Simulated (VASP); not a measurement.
Runs of VASP 6.6.1 on KTaO3. The structure is that of space group Pm-3m (No. 221), or close to it. The cells are those of the table. 

| level | potentials or basis | cell | smearing | gap on the mesh (eV) | pressure (GPa) |
| --- | --- | --- | --- | --- | --- |
| PBE | VASP PAW PBE potentials, release 64 (K_sv, Ta_pv, O) | a = 4.024 Å, 5 atoms | fermi-dirac 0.02 eV | 2.11 | 0.6 |
| LDA | VASP PAW LDA potentials, release 64 (K_sv, Ta_pv, O) | a = 3.990 Å, 5 atoms | gaussian 0.01 eV | 2.02 | -4.7 |
| PBE | VASP PAW PBE potentials, release 64 (K_sv, Ta_pv, O) | a = 3.990 Å, 5 atoms | fermi-dirac 0.02 eV | 2.17 | (b) |
| LDA | VASP PAW LDA potentials, release 64 (K_sv, Ta_pv, O) | a = 3.952 Å, 5 atoms | fermi-dirac 0.02 eV | 2.07 | (a) |
| PBEsol | VASP PAW PBE potentials, release 64 (K_sv, Ta_pv, O) | a = 3.985 Å, 5 atoms | fermi-dirac 0.02 eV | 2.09 | 0.7 |

Alike in all rows: task single point; no spin polarisation; k mesh 6 × 6 × 6; cutoff (eV) 520.

Question: Fill in the values left out.

Answer: (a) 1.4; (b) 5.8.

Caveats: spin-orbit coupling is left out, which moves the levels of the heavy elements; the PAW data sets were made with another functional, which shifts forces and pressure a little (some runs).

A k mesh can miss the band edges, and the runs leave out spin-orbit coupling on Ta.
